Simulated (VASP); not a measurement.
The system is Zr2ZnN2.

```
CELL_PARAMETERS angstrom
3.37673 0.00000 0.00000
0.00000 3.37673 0.00000
0.00000 0.00000 6.66787
ATOMIC_POSITIONS crystal
Zr 0.50000 0.50000 0.29083
Zr 0.50000 0.50000 0.70917
Zn 0.00000 0.00000 0.00000
N 0.00000 0.50000 0.50000
N 0.50000 0.00000 0.50000
```

```yaml
Program: VASP 6.6.1
Task: relaxation of cell and atoms
Functional: PBE
Potentials_or_basis: VASP PAW PBE potentials, release 64 (Zr_sv, Zn, N)
Cutoff: 600 eV
k_mesh: 6 × 6 × 4
Occupations: gaussian, width 0.1 eV
Spin: no spin polarisation
```

At the start: pressure 0.6 GPa; volume 15.21 Å³/atom.

Task: How do energy, volume and symmetry change on relaxing?

Result: Over 5 steps the energy falls by 3.4 meV/atom and the volume is 15.20 Å³/atom (-0.1 %); space group P4/mmm (No. 123, to 0.05 Å).

Step by step:
```tsv
step	energy change (eV)	largest force (eV/Å)	pressure (GPa)	volume (Å³)
1	0.0000	0.3189	0.65	76.03
2	-0.0069	0.2103	-1.66	76.71
3	-0.0075	0.0915	-1.17	76.55
4	-0.0145	0.0272	-0.73	76.27
5	-0.0170	0.0319	-0.28	75.99
```

Final structure:
```xyz
5
Lattice="3.4082 0.0000 0.0000 0.0000 3.4082 0.0000 0.0000 0.0000 6.5420" Properties=species:S:1:pos:R:3 pbc="T T T"
Zr    1.7041    1.7041    1.8806
Zr    1.7041    1.7041    4.6615
Zn    0.0000    0.0000    0.0000
N     0.0000    1.7041    3.2710
N     1.7041    0.0000    3.2710
```
